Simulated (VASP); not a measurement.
Write the native input for VASP 6.6.1 that does the following.

```
Task                   : single point
Functional             : PBE
Potentials or basis    : VASP PAW PBE potentials, release 64 (Al, Fe, Co)
Cutoff                 : 520 eV
k mesh                 : 12 × 12 × 8
Occupations            : gaussian, width 0.1 eV
Spin                   : no spin polarisation
Dipole correction      : no
Further INCAR settings : ALGO = Fast; EDIFF = 1e-06; NBANDS = 26
```

The structure of Al3FeCo2 lies in POSCAR:

```
Al3FeCo2
1.0
    3.8705577966      0.0000000000      0.0000000000
   -1.9352788983      3.3520013787      0.0000000000
    0.0000000000      0.0000000000      4.7378576911
Al Fe Co
3 1 2
Direct
    0.0000000000      0.0000000000      0.0000000000
    0.6666666667      0.3333333333      0.3343905334
    0.3333333333      0.6666666667      0.6656094666
    0.0000000000      0.0000000000      0.5000000000
    0.3333333333      0.6666666667      0.1650865624
    0.6666666667      0.3333333333      0.8349134376
```

One way to write it, as run:

INCAR

```
SYSTEM = Al3FeCo2
PREC = Accurate
ENCUT = 520
EDIFF = 1E-6
ISMEAR = 0
SIGMA = 0.1
LREAL = .FALSE.
LASPH = .TRUE.
NELM = 100
ALGO = Fast
ISIF = 2
LWAVE = .FALSE.
LCHARG = .FALSE.
GGA = PE
NBANDS = 26
```

KPOINTS

```
regular mesh
0
G
  12 12 8
  0 0 0
```

Potentials or basis: VASP PAW PBE potentials, release 64 (Al, Fe, Co).

Command:

```bash
$ cat potpaw_PBE.64/Al/POTCAR potpaw_PBE.64/Fe/POTCAR potpaw_PBE.64/Co/POTCAR > POTCAR
$ mpirun -np 1 vasp_std > vasp.out
```

Results of the run:

| Item | Value |
| --- | --- |
| Pressure | 30.1 GPa |
| Largest force | 0.014 eV/Å |
| Band gap on the k mesh | zero (an odd number of electrons rules out a gap without spin polarisation) |

Caveat: the cell stands under pressure; the run has no spin polarisation, though such a crystal can be magnetic.

Wall time 8 min on 1 thread of Intel Xeon 8259CL (shared host), peak memory 0.34 GiB.
